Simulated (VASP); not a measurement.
# Ge (Fd-3m) in VASP: notebook

Aim: see how the results for Ge move with the level of theory and the settings. Levels: PBE, LDA, r2SCAN. Tasks: single point.

Program: VASP 6.6.1. These are calculated values, not measurements. Logs are shortened: lines on timing, memory, paths and dates and some standing lists are left out, and cuts for length are marked.

## Step 1: The cell of the first run

Symmetry: Fd-3m, No. 227, cubic system. Conventional cell: a = 5.675 Å, b = 5.675 Å, c = 5.675 Å, α = 90.00°, β = 90.00°, γ = 90.00°. Within 3.2 Å of Ge (site symmetry -43m) lie 4 Ge at 2.46 Å.

## Step 2: Single point, PBE

The input, INCAR:

```
SYSTEM = Ge
  PREC = Accurate
  ENCUT = 520
  EDIFF = 1E-6
  ISMEAR = -1
  SIGMA = 0.1
  LREAL = .FALSE.
  LASPH = .TRUE.
  NELM = 100
  ALGO = Normal
  ISIF = 2
  LWAVE = .FALSE.
  LCHARG = .FALSE.
  GGA = PE
  NBANDS = 21
```

The input, KPOINTS:

```
Automatic mesh
0
G
  7 7 7
  0 0 0
```

The input, POSCAR:

```
Ge
1.0
    0.0000000000      2.8374270000      2.8374270000
    2.8374270000      0.0000000000      2.8374270000
    2.8374270000      2.8374270000      0.0000000000
Ge
2
Direct
    0.5000000000      0.5000000000      0.5000000000
    0.7500000000      0.7500000000      0.7500000000
```

Potentials or basis: VASP PAW PBE potentials, release 64 (Ge_d).

The run is started by

```
> cat potpaw_PBE.64/Ge_d/POTCAR > POTCAR
> mpirun -np 1 vasp_std > vasp.out
```

OUTCAR:

```text
SYSTEM = Ge
   PREC = Accurate
   ENCUT = 520
   EDIFF = 1E-6
   ISMEAR = -1
   LREAL = .FALSE.
   LASPH = .TRUE.
   NELM = 100
   ISIF = 2
   GGA = PE

 ion  position               nearest neighbor table
   1  0.500  0.500  0.500-   2 2.46   2 2.46   2 2.46   2 2.46
   2  0.750  0.750  0.750-   1 2.46   1 2.46   1 2.46   1 2.46

  LATTYP: Found a face centered cubic cell.
 ALAT       =     5.6748540000

  Lattice vectors:

 A1 = (   0.0000000000,   2.8374270000,   2.8374270000)
 A2 = (   2.8374270000,   0.0000000000,   2.8374270000)
 A3 = (   2.8374270000,   2.8374270000,   0.0000000000)

Analysis of symmetry for initial positions (statically):
[... 6 lines left out ...]

 Subroutine GETGRP returns: Found 48 space group operations
 (whereof 24 operations were pure point group operations)
 out of a pool of 48 trial point group operations.

The static configuration has the point symmetry T_d .
 The point group associated with its full space group is O_h .

Analysis of symmetry for dynamics (positions and initial velocities):
[... 6 lines left out ...]

 Subroutine GETGRP returns: Found 48 space group operations
 (whereof 24 operations were pure point group operations)
 out of a pool of 48 trial point group operations.

The dynamic configuration has the point symmetry T_d .
 The point group associated with its full space group is O_h .

 Subroutine INISYM returns: Found 48 space group operations
 (whereof 24 operations are pure point group operations),
 and found     1 'primitive' translations

----------------------------------------------------------------------------------------

                                     Primitive cell

  volume of cell :      45.6882

  direct lattice vectors                    reciprocal lattice vectors
     0.000000000  2.837427000  2.837427000    -0.176215987  0.176215987  0.176215987
     2.837427000  0.000000000  2.837427000     0.176215987 -0.176215987  0.176215987
     2.837427000  2.837427000  0.000000000     0.176215987  0.176215987 -0.176215987

  length of vectors
     4.012727746  4.012727746  4.012727746     0.305215043  0.305215043  0.305215043

  position of ions in fractional coordinates (direct lattice)
     0.500000000  0.500000000  0.500000000
     0.750000000  0.750000000  0.750000000

  ion indices of the primitive-cell ions
   primitive index   ion index
                 1           1
                 2           2

[... 57 lines left out ...]
   PREC   = accura    normal or accurate (medium, high low for compatibility)
   ISTART =      0    job   : 0-new  1-cont  2-samecut
   ICHARG =      2    charge: 1-file 2-atom 10-const
   ISPIN  =      1    spin polarized calculation?
   LNONCOLLINEAR =      F non collinear calculations
   LSORBIT =      F    spin-orbit coupling
   LASPH  =      T    aspherical Exc in radial PAW
   ENCUT  =  520.0 eV  38.22 Ry    6.18 a.u.   7.46  7.46  7.46*2*pi/ulx,y,z
   NELM   =    100;   NELMIN=  2; NELMDL= -5     # of ELM steps
   EDIFF  = 0.1E-05   stopping-criterion for ELM
   LREAL  =      F    real-space projection
   EDIFFG = 0.1E-04   stopping-criterion for IOM
   NSW    =      0    number of steps for IOM
   IBRION =     -1    ionic relax: 0-MD 1-quasi-New 2-CG
   NFREE  =      0    steps in history (QN), initial steepest desc. (CG)
   ISIF   =      2    stress and relaxation
   ISYM   =      2    0-nonsym 1-usesym 2-fastsym
   POTIM  = 0.5000    time-step for ionic-motion
   TEBEG  =    0.0;   TEEND  =   0.0 temperature during run
   PSTRESS=    0.0 pullay stress
   NELECT =      28.0000    total number of electrons
   NUPDOWN=      -1.0000    fix difference up-down
   EMIN   =  10.00;   EMAX   =-10.00  energy-range for DOS
   EFERMI =   0.00;   METHOD = LEGACY
   ISMEAR =    -1;   SIGMA  =   0.10  broadening in eV -4-tet -1-fermi 0-gaus
   EFERMI_NEDOS =   21; number of points for ismear=-14 and -15
   IALGO  =     38    algorithm
   IMIX   =      4    mixing-type and parameters
     AMIX     =   0.40;   BMIX     =  1.00
     AMIX_MAG =   1.60;   BMIX_MAG =  1.00
  volume/ion in A,a.u.               =      22.84       154.16
  Fermi-wavevector in a.u.,A,eV,Ry     =   1.390570  2.627796 26.309375  1.933685
  Thomas-Fermi vector in A             =   2.514492
   LORBIT       =      0    0 simple, 1 ext, 2 COOP (PROOUT), +10 PAW based schemes
   GGA     = PE    functional components
   LHFCALC =     F    Hartree Fock is set to
   AEXX    =    0.0000 exact exchange contribution
   IVDW    =     0    specifies the selected vdW correction
   LEPSILON=     F    determine dielectric tensor
   LRPA    =     F    only Hartree local field effects (RPA)
 non-spin polarized calculation
  energy-cutoff  :      520.00
  volume of cell :       45.69
 maximum number of plane-waves:      1246
 NGX is ok and might be reduce to    30
   NGX = 15   NGY = 15   NGZ = 15

 number of electron      28.0000014 magnetization

 Free energy of the ion-electron system (eV)
  ---------------------------------------------------
  ext. energy  EPLUGINS =         0.00000000
  ---------------------------------------------------
  free energy    TOTEN  =        -8.99892757 eV

  energy without entropy =       -8.99427701  energy(sigma->0) =       -8.99660229

 E-fermi :   4.9172     XC(G=0):  -9.8794

 val. band max:        4.9080842802   @ k =   0.0000   0.0000   0.0000
 cond. band min:       5.1073019636   @ k =   0.4286   0.0000   0.0000
 fundamental gap:      0.1992176834
 Fermi energy:         4.9171687157

 k-point     1 :       0.0000    0.0000    0.0000
  band No.  band energies     occupation
      1     -19.8928      2.00000
      2     -19.8928      2.00000
      3     -19.8928      2.00000
      4     -19.8574      2.00000
      5     -19.8574      2.00000
      6     -19.6517      2.00000
[... 469 lines left out ...]
     20      15.6156      0.00000
     21      17.8962      0.00000

------------------------ aborting loop because EDIFF is reached ----------------------------------------

  FORCE on cell =-STRESS in cart. coord.  units (eV):
  Direction    XX          YY          ZZ          XY          YZ          ZX
  --------------------------------------------------------------------------------------
  -------------------------------------------------------------------------------------
  Total        0.8386237      0.8386237      0.8386237      0.0000000      0.0000000      0.0000000
  in kB       29.4085516     29.4085516     29.4085516      0.0000000      0.0000000      0.0000000
  external PRESSURE =      29.4085516 kB  Pullay stress =       0.0000000 kB

 VOLUME and BASIS-vectors are now :
 -----------------------------------------------------------------------------
  energy-cutoff  :      520.00
  volume of cell :       45.69
      direct lattice vectors                 reciprocal lattice vectors
     0.000000000  2.837427000  2.837427000    -0.176215987  0.176215987  0.176215987
     2.837427000  0.000000000  2.837427000     0.176215987 -0.176215987  0.176215987
     2.837427000  2.837427000  0.000000000     0.176215987  0.176215987 -0.176215987

 POSITION                                       TOTAL-FORCE (eV/Angst)
 -----------------------------------------------------------------------------------
      2.83743      2.83743      2.83743         0.000000      0.000000      0.000000
      4.25614      4.25614      4.25614        -0.000000     -0.000000     -0.000000
 -----------------------------------------------------------------------------------
    total drift:                                0.000000     -0.000000      0.000000

  FREE ENERGIE OF THE ION-ELECTRON SYSTEM (eV)
  ---------------------------------------------------
  free  energy   TOTEN  =        -8.9989275650 eV

  energy  without entropy=       -8.9942770057  energy(sigma->0) =       -8.99660229
```

OSZICAR:

```text
N       E                     dE             d eps       ncg     rms          rms(c)
DAV:   1     0.197145308177E+03    0.19715E+03   -0.14499E+04   967   0.360E+03
DAV:   2     0.195981875428E+02   -0.17755E+03   -0.17162E+03   840   0.644E+02
DAV:   3    -0.809859589621E+01   -0.27697E+02   -0.27485E+02   945   0.146E+02
DAV:   4    -0.906876471274E+01   -0.97017E+00   -0.96968E+00   955   0.318E+01
DAV:   5    -0.908448021407E+01   -0.15716E-01   -0.15715E-01   950   0.450E+00    0.318E+00
DAV:   6    -0.902702861888E+01    0.57452E-01   -0.21979E-02   943   0.145E+00    0.188E+00
DAV:   7    -0.899699837095E+01    0.30030E-01   -0.47636E-02   933   0.194E+00    0.146E-01
DAV:   8    -0.899868621792E+01   -0.16878E-02   -0.56757E-03   935   0.897E-01    0.441E-02
DAV:   9    -0.899891111725E+01   -0.22490E-03   -0.26380E-04   940   0.169E-01    0.139E-02
DAV:  10    -0.899892534383E+01   -0.14227E-04   -0.30017E-05   966   0.628E-02    0.625E-03
DAV:  11    -0.899892744762E+01   -0.21038E-05   -0.50830E-06   755   0.298E-02    0.197E-03
DAV:  12    -0.899892756502E+01   -0.11741E-06   -0.25226E-07   620   0.624E-03
   1 F= -.89989276E+01 E0= -.89966023E+01  d E =-.465056E-02
```

stdout:

```text
POSCAR found type information on POSCAR Ge
 POSCAR found :  1 types and       2 ions
 scaLAPACK will be used
 LDA part: xc-table for (Slater+PW92), standard interpolation
 POSCAR, INCAR and KPOINTS ok, starting setup
 FFT: planning ... GRIDC
 FFT: planning ... GRID_SOFT
 FFT: planning ... GRID
 WAVECAR not read
 entering main loop
```

Wall time 13 s (1 thread of Intel Xeon Platinum 8559C (Emerald Rapids), shared host); peak memory 0.15 GiB.

What came out:

| Property | Result |
| --- | --- |
| Free energy | -8.9989 eV |
| Pressure | 2.9 GPa |
| Band gap on the k mesh | zero (filled and empty bands touch) |

(Part 1 of 2 ends here.)
